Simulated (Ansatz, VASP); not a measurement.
AlP in VASP and in Ansatz

Contents of INCAR:

```
ALGO     = Normal         # electronic algorithm
EDIFF    = 1E-7           # SCF threshold, eV
EDIFFG   = -0.02          # ionic threshold
ENCUT    = 450            # plane-wave cutoff, eV
GGA      = PE             # functional
GGA_COMPAT= F            
IBRION   = 2              # ionic algorithm
ISIF     = 2              # what is computed and relaxed
ISMEAR   = -1             # smearing method
LASPH    = T              # aspherical terms in the spheres
LCHARG   = F              # write CHGCAR
LREAL    = F              # projectors in reciprocal space
LWAVE    = F              # write WAVECAR
NELM     = 120            # most SCF steps
NELMIN   = 4            
NSW      = 80             # ionic steps
PREC     = Accurate       # precision mode
SIGMA    = 0.02           # smearing width, eV
```

Contents of KPOINTS:

```
k-points
0
Gamma
  14 14 14
```

File POSCAR:

```
AlP
1.0
    0.0000000000      2.7100000000      2.6829000000
    2.7100000000      0.0000000000      2.6829000000
    2.7100000000      2.7100000000      0.0000000000
Al P
1 1
Direct
    0.0000000000      0.0000000000      0.0000000000
    0.2500000000      0.2500000000      0.2500000000
```

Input for Ansatz:

```yaml
crystal:
  lattice:
    - [0.0, 2.71, 2.6829]
    - [2.71, 0.0, 2.6829]
    - [2.71, 2.71, 0.0]
  atoms:
    - { symbol: Al, position: [0.0, 0.0, 0.0] }
    - { symbol: P, position: [0.25, 0.25, 0.25] }
kpoints:
  mp_grid: { grid: [14, 14, 14] }
scf:
  occupations: { method: fermi_dirac, width: 0.02 }
hamiltonian:
  xc: pbe
  pseudopotentials: { kind: paw }
output:
  forces: true
  stress: true
  populations: true
  efg: { quadrupole_moments_barn: { Al: 0.1466 }, contact_densities: true }
relax:
  f_tol: 0.02
  max_steps: 60
```

Change from the starting cell: z stretched by -1 %, ions relaxed.

Alike in both runs: task relaxation of the atoms; functional PBE; k mesh 14 × 14 × 14; occupations fermi-dirac, width 0.02 eV; no spin polarisation.

```csv
,VASP,Ansatz
version,VASP 6.6.1,Ansatz 0.2.0
potentials or method,"VASP PAW PBE potentials, release 64 (Al, P)","plane-wave PAW, scalar-relativistic"
plane-wave cutoff (eV),450,420
valence electrons in the cell,8,8
```

```tsv
	VASP	Ansatz	Ansatz less VASP
gap on the k mesh at the Fermi level, each at its own relaxed structure (eV)	1.45	1.45	+0.002
```

Ansatz's warnings: stress scf threshold loose.

Noted on VASP's run: the relaxation stopped at its first step, so nothing moved.
